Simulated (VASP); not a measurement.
MoS2, 3 atoms in the cell. The structure is hexagonal, space group P-6m2 (No. 187). Conventional cell: a = 3.072 Å, b = 3.072 Å, c = 6.145 Å, α = 90.00°, β = 90.00°, γ = 120.00°. Within 3.1 Å of Mo (site symmetry -6m2) lie 6 S at 2.29 Å and 6 Mo at 3.07 Å. Within 3.1 Å of S (site symmetry 3m) lie 3 Mo at 2.29 Å and 7 S at 2.90 to 3.07 Å. 

- Program: VASP 6.6.1
- Task: single point
- Functional: PBE
- Dispersion: D3(BJ)
- Potentials or basis: VASP PAW PBE potentials, release 64 (Mo_sv, S)
- Cutoff: 500 eV
- k mesh: 12 × 12 × 6
- Occupations: gaussian, width 0.05 eV
- Spin: no spin polarisation
- Dipole correction: no
- Further INCAR settings: ALGO = Normal; EDIFF = 1e-06; NBANDS = 20

Potentials or basis: VASP PAW PBE potentials, release 64 (Mo_sv, S).

The run is started by

```sh
$ cat potpaw_PBE.64/Mo_sv/POTCAR potpaw_PBE.64/S/POTCAR > POTCAR
$ mpirun -np 1 vasp_std > vasp.out
```

Hardware: 1 thread of Intel Xeon 8259CL, with other jobs on the host.

Task: Estimate the wall time of this run.

Result: Run time: 71 s on 1 thread of Intel Xeon 8259CL, with other jobs on the host, peak memory 0.22 GiB. Counts: scf iterations 14, k points 76.
